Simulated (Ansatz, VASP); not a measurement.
One calculation of SiC5, two programs

```
Si C
1.0
     3.21663    0.56605   -0.04956
     0.61090    5.39662   -0.50291
     0.17299    0.24300    9.65297
Si C
2 10
Direct
  0.40357 0.62303 0.73062
  0.61792 0.16618 0.27995
  0.46266 0.49844 0.54991
  0.51712 0.38614 0.98289
  0.68331 0.07009 0.79278
  0.29229 0.80437 0.16610
  0.54432 0.32726 0.11671
  0.51056 0.39284 0.43256
  0.80823 0.82083 0.76291
  0.19939 0.99384 0.26258
  0.55313 0.32149 0.83647
  0.40752 0.59549 0.08652
```

Change from the starting cell: the structure that the rattled cell fell into.

Alike in both runs: functional PBE; k mesh 4 × 4 × 2; occupations gaussian, width 0.1 eV; no spin polarisation.

Ansatz relaxed the structure, and its values are those at the end. VASP's run is a single point on that final structure, the one shown.

```csv
,VASP,Ansatz
version,VASP 6.6.1,Ansatz 0.2.0
potentials or method,"VASP PAW PBE potentials, release 64 (Si, C), cutoff 520 eV","scalar-relativistic, plane waves, PAW"
valence electrons in the cell,48,48
```

```csv
,VASP,Ansatz,Ansatz less VASP
gap on the k mesh at the Fermi level (eV),none,none,-
pressure (GPa),0.1,0.0,-0.06
rms of the force components (eV/Å),0.052,0.012,-0.0407
```

A gap of «none» marks a metal or a gap that the smearing closes. The functional is the same, so the differences come from potentials, cutoffs and numerics.

The k mesh is coarse, so the values compare programs but aren't converged.
